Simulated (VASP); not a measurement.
## Mo2C3: single point with PBE

The system is Mo2C3.

```
CELL_PARAMETERS angstrom
3.98698 0.00000 0.00000
0.00000 3.98698 0.00000
0.00000 0.00000 3.98698
ATOMIC_POSITIONS crystal
Mo 0.50000 0.50000 0.50000
Mo 0.00000 0.00000 0.00000
C 0.50000 0.00000 0.00000
C 0.00000 0.50000 0.00000
C 0.00000 0.00000 0.50000
```

The cell was generated, and may not be a known phase.

```json
{"Program": "VASP 6.6.1", "Task": "single point", "Functional": "PBE", "Potentials or basis": "VASP PAW PBE potentials, release 64 (Mo_sv, C)", "Cutoff": "520 eV", "k mesh": "10 × 10 × 10", "Occupations": "gaussian, width 0.1 eV", "Spin": "collinear spin", "Starting moments": "[1.84, 0.0, 0.0, 0.0, 0.0] μB"}
```

```
Pressure                                              : -3.7 GPa
Band gap on the k mesh                                : zero (filled and empty bands overlap)
Net moment                                            : 0.00 μB per cell
Valence electrons inside the program's atomic spheres : Mo 11.80, 12.98; C 2.29
```

Levels at points of the mesh, in eV from the Fermi level:
Spin up:
```csv
k point,band 17,band 18,band 19,band 20,band 21,band 22,band 23,band 24
"(0.00, 0.00, 0.00)",-1.47,-0.87,-0.87,0.10,0.10,0.10,0.74,0.74
"(0.50, 0.00, 0.00)",-3.05,-2.07,-0.56,-0.36,0.19,0.86,0.86,2.59
"(0.50, 0.50, 0.00)",-1.14,-1.14,-0.27,-0.16,-0.03,0.57,0.99,0.99
"(0.50, 0.50, 0.50)",-4.69,0.21,0.21,0.42,0.42,0.42,2.26,2.26
```
Spin down:
```
           k point  band 18  band 19  band 20  band 21  band 22  band 23
(0.00, 0.00, 0.00)    -0.87    -0.87     0.10     0.10     0.10     0.74
(0.50, 0.00, 0.00)    -2.07    -0.56    -0.36     0.19     0.86     0.86
(0.50, 0.50, 0.00)    -1.14    -0.27    -0.16    -0.03     0.57     0.99
(0.50, 0.50, 0.50)     0.21     0.21     0.42     0.42     0.42     2.26
```

Wall time 6.5 min on 1 thread of Intel Xeon 8259CL (shared host), peak memory 0.3 GiB.

Caveat: the cell stands under tension.
